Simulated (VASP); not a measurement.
# LuH2 in VASP: a series of runs

LuH2 is run at these levels: PBEsol; tasks: single point.

Everything below comes from runs of VASP 6.6.1. Logs are shortened: lines on timing, memory, paths and dates and some standing lists are left out, and cuts for length are marked.

### 1 The cell of the first run

The typed cell holds 3 atoms: a = 3.506 Å, b = 3.506 Å, c = 3.506 Å, α = 60.00°, β = 60.00°, γ = 60.00°.

### 2 Single point, PBEsol

File INCAR:

```
  PREC = Accurate
  ENCUT = 520
  EDIFF = 1E-6
  ISMEAR = 0
  SIGMA = 0.1
  LREAL = False
  LASPH = True
  NELM = 100
  ALGO = Normal
  ISIF = 2
  LWAVE = False
  LCHARG = True
  GGA = PS
  LELF = True
  LVHAR = True
  NBANDS = 20
```

File KPOINTS:

```
Automatic mesh
0
Gamma
  14 14 14
```

File POSCAR:

```
LuH2
1.0
   -0.0018552439      2.4887255921      2.4691896315
    2.4633140508     -0.0040567513      2.4948480996
    2.4931586955      2.4649240561      0.0061018218
Lu H
1 2
Direct
   -0.0161104089      0.0244757257     -0.0078087012
    0.2338928120      0.2744712821      0.2421949002
    0.7338862729      0.7744797363      0.7421886847
```

Potentials or basis: VASP PAW PBE potentials, release 64 (Lu, H).

Started as:

```sh
> cat potpaw_PBE.64/Lu/POTCAR potpaw_PBE.64/H/POTCAR > POTCAR
> mpirun -np 1 vasp_std > vasp.out
```

OUTCAR:

```text
PREC = Accurate
   ENCUT = 520
   EDIFF = 1E-6
   ISMEAR = 0
   LREAL = False
   LASPH = True
   NELM = 100
   ISIF = 2
   GGA = PS

 ion  position               nearest neighbor table
   1  0.984  0.024  0.992-   2 2.15   3 2.15   2 2.15   3 2.15   3 2.15   3 2.15   2 2.15   2 2.15

   2  0.234  0.274  0.242-   1 2.15   1 2.15   1 2.15   1 2.15
   3  0.734  0.774  0.742-   1 2.15   1 2.15   1 2.15   1 2.15

  LATTYP: Found a base centered monoclinic cell.
 ALAT       =     4.9578239796
 B/A-ratio  =     1.0000509467
 C/A-ratio  =     0.7071562254
 COS(beta)  =    -0.7070586722

  Lattice vectors:

 A1 = (  -0.0298446447,  -2.4689808074,   2.4887462778)
 A2 = (   0.0018552439,  -2.4887255921,  -2.4691896315)
 A3 = (   2.4931586955,   2.4649240561,   0.0061018218)

Analysis of symmetry for initial positions (statically):
=====================================================================
 Subroutine PRICEL returns:
 Original cell was already a primitive cell.

 Routine SETGRP: Setting up the symmetry group for a
 base centered monoclinic supercell.

 Subroutine GETGRP returns: Found  4 space group operations
 (whereof  1 operations were pure point group operations)
 out of a pool of  4 trial point group operations.

The static configuration has the point symmetry C_1 .
 The point group associated with its full space group is C_2h.

Analysis of symmetry for dynamics (positions and initial velocities):
=====================================================================
 Subroutine PRICEL returns:
 Original cell was already a primitive cell.

 Routine SETGRP: Setting up the symmetry group for a
 base centered monoclinic supercell.

 Subroutine GETGRP returns: Found  4 space group operations
 (whereof  1 operations were pure point group operations)
 out of a pool of  4 trial point group operations.

The dynamic configuration has the point symmetry C_1 .
 The point group associated with its full space group is C_2h.

 Subroutine INISYM returns: Found  4 space group operations
 (whereof  1 operations are pure point group operations),
 and found     1 'primitive' translations

----------------------------------------------------------------------------------------

                                     Primitive cell

  volume of cell :      30.4716

  direct lattice vectors                    reciprocal lattice vectors
    -0.001855244  2.488725592  2.469189631    -0.201815279  0.203632895  0.199595519
     2.463314051 -0.004056751  2.494848100     0.199240532 -0.202027184  0.203775302
     2.493158696  2.464924056  0.006101822     0.204091935  0.199760324 -0.201187460

  length of vectors
     3.505803182  3.506023333  3.505956091     0.349333843  0.349336723  0.349333793

  position of ions in fractional coordinates (direct lattice)
     0.983889591  0.024475726  0.992191299
     0.233892812  0.274471282  0.242194900
     0.733886273  0.774479736  0.742188685

  ion indices of the primitive-cell ions
   primitive index   ion index
                 1           1
                 2           2
                 3           3

----------------------------------------------------------------------------------------

 KPOINTS: Automatic mesh

Automatic generation of k-mesh.
 Grid dimensions read from file:
 generate k-points for:   14   14   14

 Generating k-lattice:

  Cartesian coordinates                     Fractional coordinates (reciprocal lattice)
    -0.014415377  0.014545207  0.014256823     0.071428571  0.000000000  0.000000000
     0.014231467 -0.014430513  0.014555379    -0.000000000  0.071428571 -0.000000000
     0.014577995  0.014268595 -0.014370533     0.000000000  0.000000000  0.071428571

  Length of vectors
     0.024952417  0.024952623  0.024952414

  Shift w.r.t. Gamma in fractional coordinates (k-lattice)
     0.000000000  0.000000000  0.000000000

 Subroutine IBZKPT returns following result:
 ===========================================

 Found    744 irreducible k-points:

 Following reciprocal coordinates:
            Coordinates               Weight
  0.000000  0.000000  0.000000      1.000000
  0.071429  0.000000 -0.000000      4.000000
  0.142857  0.000000 -0.000000      4.000000
  0.214286  0.000000 -0.000000      4.000000
  0.285714  0.000000  0.000000      4.000000
  0.357143  0.000000 -0.000000      4.000000
[... 16 lines left out ...]
  0.214286  0.142857 -0.000000      4.000000
  0.285714  0.142857 -0.000000      4.000000
 [... further k-points ...]
   k-points           NKPTS =    744   k-points in BZ     NKDIM =    744   number of bands    NBANDS=     20
   number of dos      NEDOS =    301   number of ions     NIONS =      3
   total plane-waves  NPLWV =  21952
   dimension x,y,z NGX =    28 NGY =   28 NGZ =   28
   dimension x,y,z NGXF=    56 NGYF=   56 NGZF=   56
   ions per type =               1   2
   NGX,Y,Z   is equivalent  to a cutoff of  13.28, 13.28, 13.28 a.u.
   NGXF,Y,Z  is equivalent  to a cutoff of  26.56, 26.55, 26.55 a.u.
 SYSTEM =  unknown system
   PREC   = accura    normal or accurate (medium, high low for compatibility)
   ISTART =      0    job   : 0-new  1-cont  2-samecut
   ICHARG =      2    charge: 1-file 2-atom 10-const
   ISPIN  =      1    spin polarized calculation?
   LNONCOLLINEAR =      F non collinear calculations
   LSORBIT =      F    spin-orbit coupling
   LASPH  =      T    aspherical Exc in radial PAW
   ENCUT  =  520.0 eV  38.22 Ry    6.18 a.u.   6.52  6.52  6.52*2*pi/ulx,y,z
   NELM   =    100;   NELMIN=  2; NELMDL= -5     # of ELM steps
   EDIFF  = 0.1E-05   stopping-criterion for ELM
   LREAL  =      F    real-space projection
   EDIFFG = 0.1E-04   stopping-criterion for IOM
   NSW    =      0    number of steps for IOM
   IBRION =     -1    ionic relax: 0-MD 1-quasi-New 2-CG
   NFREE  =      0    steps in history (QN), initial steepest desc. (CG)
   ISIF   =      2    stress and relaxation
   ISYM   =      2    0-nonsym 1-usesym 2-fastsym
   POTIM  = 0.5000    time-step for ionic-motion
   TEBEG  =    0.0;   TEEND  =   0.0 temperature during run
   PSTRESS=    0.0 pullay stress
   NELECT =      27.0000    total number of electrons
   NUPDOWN=      -1.0000    fix difference up-down
   EMIN   =  10.00;   EMAX   =-10.00  energy-range for DOS
   EFERMI =   0.00;   METHOD = LEGACY
   ISMEAR =     0;   SIGMA  =   0.10  broadening in eV -4-tet -1-fermi 0-gaus
   EFERMI_NEDOS =   21; number of points for ismear=-14 and -15
   IALGO  =     38    algorithm
   IMIX   =      4    mixing-type and parameters
     AMIX     =   0.40;   BMIX     =  1.00
     AMIX_MAG =   1.60;   BMIX_MAG =  1.00
  volume/ion in A,a.u.               =      10.16        68.54
  Fermi-wavevector in a.u.,A,eV,Ry     =   1.572405  2.971414 33.639808  2.472456
  Thomas-Fermi vector in A             =   2.673844
   LORBIT       =      0    0 simple, 1 ext, 2 COOP (PROOUT), +10 PAW based schemes
   GGA     = PS    functional components
   LHFCALC =     F    Hartree Fock is set to
   AEXX    =    0.0000 exact exchange contribution
   IVDW    =     0    specifies the selected vdW correction
   LEPSILON=     F    determine dielectric tensor
   LRPA    =     F    only Hartree local field effects (RPA)
 non-spin polarized calculation
 Gauss-broadening in eV      SIGMA  =   0.10
  energy-cutoff  :      520.00
  volume of cell :       30.47
 maximum number of plane-waves:       869
 NGX is ok and might be reduce to    28
   NGX = 13   NGY = 13   NGZ = 13

 number of electron      26.9999998 magnetization

 Free energy of the ion-electron system (eV)
  ---------------------------------------------------
  ext. energy  EPLUGINS =         0.00000000
  ---------------------------------------------------
  free energy    TOTEN  =       -13.70040024 eV

  energy without entropy =      -13.69685416  energy(sigma->0) =      -13.69862720

 E-fermi :   2.6697     XC(G=0): -11.4126

 val. band max:        2.6149640525   @ k =  -0.3571   0.2143   0.0000
 cond. band min:       2.6931497890   @ k =  -0.2143   0.2143   0.2143
 fundamental gap:      0.0781857365
 Fermi energy:         2.6697192425

 k-point     1 :       0.0000    0.0000    0.0000
  band No.  band energies     occupation
      1     -53.3115      2.00000
      2     -23.8091      2.00000
      3     -23.8089      2.00000
      4     -23.8088      2.00000
      5      -6.7674      2.00000
      6      -2.4440      2.00000
[... 12 lines left out ...]
     19      13.0599      0.00000
     20      15.3396      0.00000

 k-point     2 :       0.0714    0.0000   -0.0000
  band No.  band energies     occupation
      1     -53.3102      2.00000
      2     -23.8361      2.00000
      3     -23.8123      2.00000
      4     -23.8122      2.00000
      5      -6.6409      2.00000
      6      -2.4461      2.00000
[... 12 lines left out ...]
     19      12.4465      0.00000
     20      15.6416      0.00000

 k-point     3 :       0.1429    0.0000   -0.0000
  band No.  band energies     occupation
      1     -53.3064      2.00000
      2     -23.9117      2.00000
      3     -23.8215      2.00000
      4     -23.8213      2.00000
      5      -6.2790      2.00000
      6      -2.4522      2.00000
[... 12 lines left out ...]
     19      11.5374      0.00000
     20      16.3520      0.00000

 k-point     4 :       0.2143    0.0000   -0.0000
  band No.  band energies     occupation
      1     -53.3010      2.00000
      2     -24.0185      2.00000
      3     -23.8346      2.00000
      4     -23.8345      2.00000
      5      -5.7351      2.00000
      6      -2.4604      2.00000
[... 429 lines left out ...]
 k-point    23 :       0.2143    0.1429   -0.0000
  band No.  band energies     occupation
      1     -53.3007      2.00000
      2     -23.9825      2.00000
      3     -23.8582      2.00000
      4     -23.8554      2.00000
      5      -5.6853      2.00000
      6      -2.4657      2.00000
[... 12 lines left out ...]
     19      11.8451      0.00000
     20      15.4195      0.00000

 k-point    24 :       0.2857    0.1429   -0.0000
  band No.  band energies     occupation
      1     -53.2954      2.00000
      2     -24.0762      2.00000
      3     -23.8745      2.00000
      4     -23.8723      2.00000
      5      -5.1109      2.00000
      6      -2.4764      2.00000
[... 12 lines left out ...]
     19      11.6722      0.00000
     20      13.5922      0.00000

 [... further k-points ...]

------------------------ aborting loop because EDIFF is reached ----------------------------------------

  FORCE on cell =-STRESS in cart. coord.  units (eV):
  Direction    XX          YY          ZZ          XY          YZ          ZX
  --------------------------------------------------------------------------------------
  -------------------------------------------------------------------------------------
  Total        0.0687326      0.0706038      0.0698658      0.0000158     -0.0000027     -0.0000080
  in kB        3.6139163      3.7123031      3.6734964      0.0008282     -0.0001431     -0.0004227
  external PRESSURE =       3.6665719 kB  Pullay stress =       0.0000000 kB

 VOLUME and BASIS-vectors are now :
 -----------------------------------------------------------------------------
  energy-cutoff  :      520.00
  volume of cell :       30.47
      direct lattice vectors                 reciprocal lattice vectors
    -0.001855244  2.488725592  2.469189631    -0.201815279  0.203632895  0.199595519
     2.463314051 -0.004056751  2.494848100     0.199240532 -0.202027184  0.203775302
     2.493158696  2.464924056  0.006101822     0.204091935  0.199760324 -0.201187460

 POSITION                                       TOTAL-FORCE (eV/Angst)
 -----------------------------------------------------------------------------------
      2.53216      4.89421      2.49653         0.000000      0.000000     -0.000000
      1.27951      1.17797      1.26377         0.000000     -0.000000     -0.000003
      3.75682      3.65274      3.74884        -0.000000      0.000000      0.000003
 -----------------------------------------------------------------------------------
    total drift:                               -0.000007     -0.000019      0.000006

  FREE ENERGIE OF THE ION-ELECTRON SYSTEM (eV)
  ---------------------------------------------------
  free  energy   TOTEN  =       -13.7004002362 eV

  energy  without entropy=      -13.6968541590  energy(sigma->0) =      -13.69862720
```

Run time: 3.2 min. Hardware: 1 thread of Intel Xeon 6975P-C (Granite Rapids), shared host; peak memory 0.57 GiB.

What came out:

| Item | Value |
| --- | --- |
| Free energy | -13.7004 eV |
| Pressure | 0.4 GPa |
| Band gap on the k mesh | zero (an odd number of electrons rules out a gap without spin polarisation) |

Caveat: the PAW data sets were made with another functional, which shifts forces and pressure a little; spin-orbit coupling is left out, which moves the levels of the heavy elements.

[end of part 1 of 2]
